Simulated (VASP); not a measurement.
# SnPb3S4 (P1) in VASP: single point with PBE

Aim: the single point of SnPb3S4 with PBE.

Program: VASP 6.6.1. These are calculated values, not measurements. Logs are shortened: lines on timing, memory, paths and dates and some standing lists are left out, and cuts for length are marked.

## Step 1: The cell of the first run

The typed cell holds 8 atoms: a = 6.006 Å, b = 6.006 Å, c = 6.005 Å, α = 90.25°, β = 89.77°, γ = 89.79°.

## Step 2: Single point, PBE

INCAR reads:

```
SYSTEM = SnPb3S4
PREC     = Accurate       ! precision mode
ENCUT    = 520            ! plane-wave cutoff, eV
EDIFF    = 1E-6           ! SCF threshold, eV
ISMEAR   = 0              ! smearing method
SIGMA    = 0.2            ! smearing width, eV
LREAL    = .False.        ! projectors in reciprocal space
LASPH    = .True.         ! aspherical terms in the spheres
NELM     = 100            ! most SCF steps
ALGO     = Normal         ! electronic algorithm
ISIF     = 2              ! what is computed and relaxed
LWAVE    = .False.        ! write WAVECAR
LCHARG   = .False.        ! write CHGCAR
GGA      = PE             ! functional
NBANDS   = 50             ! bands
```

KPOINTS reads:

```
Automatic mesh
0
Gamma
  4 4 4
  0 0 0
```

POSCAR reads:

```
SnPb3S4
1.0
    6.0054884814      0.0112562512      0.0120860423
    0.0109096345      6.0056217838     -0.0129806059
    0.0117775464     -0.0130279071      6.0053035615
Sn Pb S
1 3 4
Direct
   -0.0162459844      0.0159869845      0.0160965188
    0.4970318588      0.5026538203      0.0056981431
   -0.0060767044      0.5029378032      0.5023845603
    0.4968399149      0.0059043533      0.5026020964
   -0.0037708716      0.0041366064      0.4660772697
    0.5334860024      0.0041966684      0.0043663313
   -0.0037128128      0.4662337540      0.0046777676
    0.5024485971      0.4979500097      0.4980973128
```

Potentials or basis: VASP PAW PBE potentials, release 64 (Sn_d, Pb_d, S).

Launch:

```
cat potpaw_PBE.64/Sn_d/POTCAR potpaw_PBE.64/Pb_d/POTCAR potpaw_PBE.64/S/POTCAR > POTCAR
mpirun -np 1 vasp_std > vasp.out
```

OUTCAR:

```text
SYSTEM = SnPb3S4
   PREC = Accurate
   ENCUT = 520
   EDIFF = 1E-6
   ISMEAR = 0
   LREAL = .False.
   LASPH = .True.
   NELM = 100
   ISIF = 2
   GGA = PE

 ion  position               nearest neighbor table
   1  0.984  0.016  0.016-   5 2.70   6 2.71   7 2.71
   2  0.497  0.503  0.006-   8 2.96   6 3.00   7 3.01   7 3.02   6 3.02   8 3.05
   3  0.994  0.503  0.502-   8 2.95   7 3.00   5 3.00   5 3.02   7 3.03   8 3.05
   4  0.497  0.006  0.503-   8 2.96   6 3.00   5 3.01   5 3.02   6 3.02   8 3.05
   5  0.996  0.004  0.466-   1 2.70   3 3.00   4 3.01   4 3.02   3 3.02
   6  0.533  0.004  0.004-   1 2.71   4 3.00   2 3.00   2 3.02   4 3.02
   7  0.996  0.466  0.005-   1 2.71   3 3.00   2 3.01   2 3.02   3 3.03
   8  0.502  0.498  0.498-   3 2.95   4 2.96   2 2.96   2 3.05   4 3.05   3 3.05

  LATTYP: Found a triclinic cell.
 ALAT       =     8.4760731902
 B/A-ratio  =     0.7085037030
 C/A-ratio  =     1.0038624053
 COS(alpha) =     0.0002524755
 COS(beta)  =     0.5020988801
 COS(gamma) =     0.7056911470

  Lattice vectors:

 A1 = (   5.9937109350,   0.0242841583,  -5.9932175192)
 A2 = (  -0.0117775464,   0.0130279071,  -6.0053035615)
 A3 = (   6.0163981159,   6.0168780350,  -0.0008945636)

Analysis of symmetry for initial positions (statically):
=====================================================================
 Subroutine PRICEL returns:
 Original cell was already a primitive cell.

 Routine SETGRP: Setting up the symmetry group for a
 triclinic supercell.

 Subroutine GETGRP returns: Found  1 space group operations
 (whereof  1 operations were pure point group operations)
 out of a pool of  2 trial point group operations.

The static configuration has the point symmetry C_1 .

Analysis of symmetry for dynamics (positions and initial velocities):
=====================================================================
 Subroutine PRICEL returns:
 Original cell was already a primitive cell.

 Routine SETGRP: Setting up the symmetry group for a
 triclinic supercell.

 Subroutine GETGRP returns: Found  1 space group operations
 (whereof  1 operations were pure point group operations)
 out of a pool of  2 trial point group operations.

The dynamic configuration has the point symmetry C_1 .

 Subroutine INISYM returns: Found  1 space group operations
 (whereof  1 operations are pure point group operations),
 and found     1 'primitive' translations

----------------------------------------------------------------------------------------

                                     Primitive cell

  volume of cell :     216.5888

  direct lattice vectors                    reciprocal lattice vectors
     6.005488481  0.011256251  0.012086042     0.166515575 -0.000303195 -0.000327227
     0.010909634  6.005621784 -0.012980606    -0.000312826  0.166512003  0.000361845
     0.011777546 -0.013027907  6.005303561    -0.000335799  0.000360530  0.166520916

  length of vectors
     6.005511192  6.005645721  6.005329242     0.166516173  0.166512690  0.166521645

  position of ions in fractional coordinates (direct lattice)
     0.983754016  0.015986985  0.016096519
     0.497031859  0.502653820  0.005698143
     0.993923296  0.502937803  0.502384560
     0.496839915  0.005904353  0.502602096
     0.996229128  0.004136606  0.466077270
     0.533486002  0.004196668  0.004366331
     0.996287187  0.466233754  0.004677768
     0.502448597  0.497950010  0.498097313

  ion indices of the primitive-cell ions
   primitive index   ion index
                 1           1
                 2           2
                 3           3
                 4           4
                 5           5
                 6           6
                 7           7
                 8           8

----------------------------------------------------------------------------------------

 KPOINTS: Automatic mesh

Automatic generation of k-mesh.
 Grid dimensions read from file:
 generate k-points for:    4    4    4

 Generating k-lattice:

  Cartesian coordinates                     Fractional coordinates (reciprocal lattice)
     0.041628894 -0.000075799 -0.000081807     0.250000000  0.000000000  0.000000000
    -0.000078207  0.041628001  0.000090461     0.000000000  0.250000000  0.000000000
    -0.000083950  0.000090132  0.041630229    -0.000000000  0.000000000  0.250000000

  Length of vectors
     0.041629043  0.041628172  0.041630411

  Shift w.r.t. Gamma in fractional coordinates (k-lattice)
     0.000000000  0.000000000  0.000000000

 Subroutine IBZKPT returns following result:
 ===========================================

 Found     36 irreducible k-points:

 Following reciprocal coordinates:
            Coordinates               Weight
  0.000000  0.000000  0.000000      1.000000
  0.250000 -0.000000  0.000000      2.000000
  0.500000 -0.000000  0.000000      1.000000
  0.000000  0.250000 -0.000000      2.000000
  0.250000  0.250000 -0.000000      2.000000
  0.500000  0.250000 -0.000000      2.000000
[... 16 lines left out ...]
 -0.000000 -0.250000  0.250000      2.000000
  0.250000 -0.250000  0.250000      2.000000
 [... further k-points ...]
   k-points           NKPTS =     36   k-points in BZ     NKDIM =     36   number of bands    NBANDS=     50
   number of dos      NEDOS =    301   number of ions     NIONS =      8
   total plane-waves  NPLWV = 110592
   dimension x,y,z NGX =    48 NGY =   48 NGZ =   48
   dimension x,y,z NGXF=    96 NGYF=   96 NGZF=   96
   ions per type =               1   3   4
   NGX,Y,Z   is equivalent  to a cutoff of  13.29, 13.29, 13.29 a.u.
   NGXF,Y,Z  is equivalent  to a cutoff of  26.57, 26.57, 26.58 a.u.
 SYSTEM =  SnPb3S4
   PREC   = accura    normal or accurate (medium, high low for compatibility)
   ISTART =      0    job   : 0-new  1-cont  2-samecut
   ICHARG =      2    charge: 1-file 2-atom 10-const
   ISPIN  =      1    spin polarized calculation?
   LNONCOLLINEAR =      F non collinear calculations
   LSORBIT =      F    spin-orbit coupling
   LASPH  =      T    aspherical Exc in radial PAW
   ENCUT  =  520.0 eV  38.22 Ry    6.18 a.u.  11.17 11.17 11.17*2*pi/ulx,y,z
   NELM   =    100;   NELMIN=  2; NELMDL= -5     # of ELM steps
   EDIFF  = 0.1E-05   stopping-criterion for ELM
   LREAL  =      F    real-space projection
   EDIFFG = 0.1E-04   stopping-criterion for IOM
   NSW    =      0    number of steps for IOM
   IBRION =     -1    ionic relax: 0-MD 1-quasi-New 2-CG
   NFREE  =      0    steps in history (QN), initial steepest desc. (CG)
   ISIF   =      2    stress and relaxation
   ISYM   =      2    0-nonsym 1-usesym 2-fastsym
   POTIM  = 0.5000    time-step for ionic-motion
   TEBEG  =    0.0;   TEEND  =   0.0 temperature during run
   PSTRESS=    0.0 pullay stress
   NELECT =      80.0000    total number of electrons
   NUPDOWN=      -1.0000    fix difference up-down
   EMIN   =  10.00;   EMAX   =-10.00  energy-range for DOS
   EFERMI =   0.00;   METHOD = LEGACY
   ISMEAR =     0;   SIGMA  =   0.20  broadening in eV -4-tet -1-fermi 0-gaus
   EFERMI_NEDOS =   21; number of points for ismear=-14 and -15
   IALGO  =     38    algorithm
   IMIX   =      4    mixing-type and parameters
     AMIX     =   0.40;   BMIX     =  1.00
     AMIX_MAG =   1.60;   BMIX_MAG =  1.00
  volume/ion in A,a.u.               =      27.07       182.70
  Fermi-wavevector in a.u.,A,eV,Ry     =   1.174608  2.219687 18.772000  1.379703
  Thomas-Fermi vector in A             =   2.311002
   LORBIT       =      0    0 simple, 1 ext, 2 COOP (PROOUT), +10 PAW based schemes
   GGA     = PE    functional components
   LHFCALC =     F    Hartree Fock is set to
   AEXX    =    0.0000 exact exchange contribution
   IVDW    =     0    specifies the selected vdW correction
   LEPSILON=     F    determine dielectric tensor
   LRPA    =     F    only Hartree local field effects (RPA)
 non-spin polarized calculation
 Gauss-broadening in eV      SIGMA  =   0.20
  energy-cutoff  :      520.00
  volume of cell :      216.59
 maximum number of plane-waves:      5868
 NGX is ok and might be reduce to    48
   NGX = 23   NGY = 23   NGZ = 23

 number of electron      79.9999991 magnetization

 Free energy of the ion-electron system (eV)
  ---------------------------------------------------
  ext. energy  EPLUGINS =         0.00000000
  ---------------------------------------------------
  free energy    TOTEN  =       -35.06180262 eV

  energy without entropy =      -35.05719435  energy(sigma->0) =      -35.05949848

 E-fermi :   5.7675     XC(G=0):  -9.4459

 val. band max:        5.7236215540   @ k =   0.5000   0.5000   0.5000
 cond. band min:       5.8951233634   @ k =   0.5000   0.5000   0.5000
 fundamental gap:      0.1715018094
 Fermi energy:         5.7674568902

 k-point     1 :       0.0000    0.0000    0.0000
  band No.  band energies     occupation
      1     -15.8085      2.00000
      2     -15.8083      2.00000
      3     -15.7814      2.00000
      4     -15.7811      2.00000
      5     -15.7647      2.00000
      6     -11.6471      2.00000
[... 42 lines left out ...]
     49      10.7984      0.00000
     50      10.8238      0.00000

 k-point     2 :       0.2500   -0.0000    0.0000
  band No.  band energies     occupation
      1     -15.8083      2.00000
      2     -15.8077      2.00000
      3     -15.7814      2.00000
      4     -15.7808      2.00000
      5     -15.7647      2.00000
      6     -11.6286      2.00000
[... 42 lines left out ...]
     49      10.0592      0.00000
     50      10.4941      0.00000

 k-point     3 :       0.5000   -0.0000    0.0000
  band No.  band energies     occupation
      1     -15.8083      2.00000
      2     -15.8069      2.00000
      3     -15.7814      2.00000
      4     -15.7805      2.00000
      5     -15.7648      2.00000
      6     -11.6103      2.00000
[... 1102 lines left out ...]
     49       9.5762      0.00000
     50       9.7853      0.00000

 k-point    24 :       0.2500   -0.2500    0.2500
  band No.  band energies     occupation
      1     -15.8073      2.00000
      2     -15.8072      2.00000
      3     -15.7810      2.00000
      4     -15.7807      2.00000
      5     -15.7648      2.00000
      6     -11.5936      2.00000
[... 42 lines left out ...]
     49       9.1836      0.00000
     50       9.6080      0.00000

 [... further k-points ...]

------------------------ aborting loop because EDIFF is reached ----------------------------------------

  FORCE on cell =-STRESS in cart. coord.  units (eV):
  Direction    XX          YY          ZZ          XY          YZ          ZX
  --------------------------------------------------------------------------------------
  -------------------------------------------------------------------------------------
  Total       -0.0907846     -0.0925948     -0.0783667      0.0687100     -0.0733910      0.0669060
  in kB       -0.6715628     -0.6849538     -0.5797040      0.5082698     -0.5428966      0.4949254
  external PRESSURE =      -0.6454069 kB  Pullay stress =       0.0000000 kB

 VOLUME and BASIS-vectors are now :
 -----------------------------------------------------------------------------
  energy-cutoff  :      520.00
  volume of cell :      216.59
      direct lattice vectors                 reciprocal lattice vectors
     6.005488481  0.011256251  0.012086042     0.166515575 -0.000303195 -0.000327227
     0.010909634  6.005621784 -0.012980606    -0.000312826  0.166512003  0.000361845
     0.011777546 -0.013027907  6.005303561    -0.000335799  0.000360530  0.166520916

 POSITION                                       TOTAL-FORCE (eV/Angst)
 -----------------------------------------------------------------------------------
      5.90829      0.10688      0.10835        -0.007643      0.011237      0.008891
      2.99047      3.02427      0.03370         0.001634     -0.002069     -0.002378
      5.98040      3.02510      3.02246         0.003433     -0.002078     -0.000767
      2.98975      0.03450      3.02421         0.002498     -0.002827     -0.002540
      5.98838      0.02998      2.81092         0.003278     -0.006024      0.004149
      3.20394      0.03115      0.03261        -0.002138     -0.004224     -0.003979
      5.98833      2.81118      0.03408         0.003083      0.002742     -0.006692
      3.02875      2.98967      2.99083        -0.004144      0.003244      0.003316
 -----------------------------------------------------------------------------------
    total drift:                                0.000260     -0.000350     -0.000277

  FREE ENERGIE OF THE ION-ELECTRON SYSTEM (eV)
  ---------------------------------------------------
  free  energy   TOTEN  =       -35.0618026163 eV

  energy  without entropy=      -35.0571943461  energy(sigma->0) =      -35.05949848
```

Run time: 4.1 min. Hardware: 1 thread of Intel Xeon Platinum 8488C (Sapphire Rapids), shared host; peak memory 0.51 GiB.

What came out:

```yaml
Free_energy: -35.0618 eV
Pressure: -0.1 GPa
Largest_force: 0.016 eV/Å
Band_gap_on_the_k_mesh: 0.17 eV
```

Forces in eV/Å, atoms in the order of the input:
```
Sn  -0.008  0.011  0.009
Pb   0.002 -0.002 -0.002
Pb   0.003 -0.002 -0.001
Pb   0.002 -0.003 -0.003
S    0.003 -0.006  0.004
S   -0.002 -0.004 -0.004
S    0.003  0.003 -0.007
S   -0.004  0.003  0.003
```

Stress tensor (GPa, compression positive):
```
-0.07  0.05  0.05
 0.05 -0.07 -0.05
 0.05 -0.05 -0.06
```

Levels at points of the mesh, in eV from the valence-band top:
```csv
k point,band 37,band 38,band 39,band 40,band 41,band 42,band 43,band 44
"(0.00, 0.00, 0.00)",-3.42,-2.45,-2.45,-2.26,3.20,3.28,3.29,4.50
"(0.50, 0.00, 0.00)",-2.19,-1.85,-1.44,-1.17,1.55,1.77,1.80,2.49
"(0.00, 0.50, 0.00)",-2.19,-1.84,-1.44,-1.17,1.54,1.77,1.80,2.50
"(0.50, 0.50, 0.00)",-1.58,-1.20,-1.13,-0.58,0.71,0.93,1.11,1.44
"(0.00, 0.00, 0.50)",-2.19,-1.84,-1.44,-1.17,1.53,1.77,1.80,2.51
"(0.50, 0.00, 0.50)",-1.58,-1.20,-1.12,-0.58,0.70,0.93,1.11,1.44
"(0.00, 0.50, 0.50)",-1.58,-1.19,-1.12,-0.58,0.70,0.93,1.10,1.44
"(0.50, 0.50, 0.50)",-0.94,-0.70,-0.70,0.00,0.17,0.23,0.23,0.46
```

Caveat: spin-orbit coupling is left out, which moves the levels of the heavy elements.
